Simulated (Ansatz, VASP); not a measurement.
Two plane-wave programs on Sr3Zn2H

```
CELL_PARAMETERS angstrom
7.04024 0.00000 0.00000
0.00000 7.04024 0.00000
0.00000 0.00000 4.67721
ATOMIC_POSITIONS crystal
Sr 0.00000 0.50000 0.00000
Sr 0.50000 0.00000 0.00000
Sr 0.00000 0.00000 0.00000
Zn 0.50000 0.50000 0.50000
Zn 0.50000 0.50000 0.00000
H 0.00000 0.00000 0.50000
```

Alike in both runs: functional PBE; k mesh 6 × 6 × 8; occupations gaussian, width 0.1 eV; no spin polarisation.

Ansatz relaxed the structure, and its values are those at the end. VASP's run is a single point on that final structure, the one shown.

|  | VASP | Ansatz |
| --- | --- | --- |
| version | VASP 6.6.1 | Ansatz 0.2.0 |
| potentials or method | VASP PAW PBE potentials, release 64 (Sr_sv, Zn, H), cutoff 520 eV | scalar-relativistic, plane waves, PAW |
| valence electrons in the cell | 55 | 55 |

```csv
,VASP,Ansatz,Ansatz less VASP
gap on the k mesh at the Fermi level (eV),none,none,-
pressure (GPa),0.0,0.0,-0.04
```

A gap of «none» marks a metal or a gap that the smearing closes.
